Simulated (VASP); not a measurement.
Runs of VASP 6.6.1 on Hf. The structure is that of space group P6_3/mmc (No. 194), or close to it. The cells are those of the table. 

```csv
task,cell,k mesh,cutoff (eV),gap on the mesh (eV),pressure (GPa)
relaxation of cell and atoms,"relaxed from a = 3.163, b = 3.163, c = 10.331 Å, angles 90.0, 90.0, 120.0°, 4 atoms",11 × 11 × 3,600,none,0.0
single point,"a = 3.154, b = 3.154, c = 10.088 Å, angles 90.0, 90.0, 120.0°, 4 atoms",15 × 15 × 4,520,none,-0.3
single point,"a = 3.154, b = 3.154, c = 10.088 Å, angles 90.0, 90.0, 120.0°, 4 atoms",11 × 11 × 3,520,none,-0.4
single point,"a = 3.236, b = 3.236, c = 10.350 Å, angles 90.0, 90.0, 120.0°, 4 atoms",13 × 13 × 4,520,none,-7.9
single point,"a = 3.196, b = 3.196, c = 10.221 Å, angles 90.0, 90.0, 120.0°, 4 atoms",13 × 13 × 4,520,none,-4.4
single point,"a = 3.068, b = 3.068, c = 9.812 Å, angles 90.0, 90.0, 120.0°, 4 atoms",13 × 13 × 4,520,none,10.2
single point,"a = 3.154, b = 3.154, c = 10.088 Å, angles 90.0, 90.0, 120.0°, 4 atoms",13 × 13 × 4,520,none,-0.3
single point,"a = 3.023, b = 3.023, c = 9.667 Å, angles 90.0, 90.0, 120.0°, 4 atoms",13 × 13 × 4,520,none,(a)
single point,"a = 3.276, b = 3.276, c = 10.477 Å, angles 90.0, 90.0, 120.0°, 4 atoms",13 × 13 × 4,520,none,-10.8
single point,"a = 3.112, b = 3.112, c = 9.952 Å, angles 90.0, 90.0, 120.0°, 4 atoms",13 × 13 × 4,520,none,(b)
```

Alike in all rows: level PBEsol; potentials or basis VASP PAW PBE potentials, release 64 (Hf_pv); no spin polarisation; smearing fermi-dirac 0.1 eV.

**Question.** Estimate the missing entries.

**Answer.** (a) 16.9; (b) 4.5.

Caveats: the PAW data sets were made with another functional, which shifts forces and pressure a little; spin-orbit coupling is left out, which moves the levels of the heavy elements.

A k mesh can miss the band edges, and the runs leave out spin-orbit coupling on Hf.

A gap of «none» marks levels without a gap at the run's occupations.
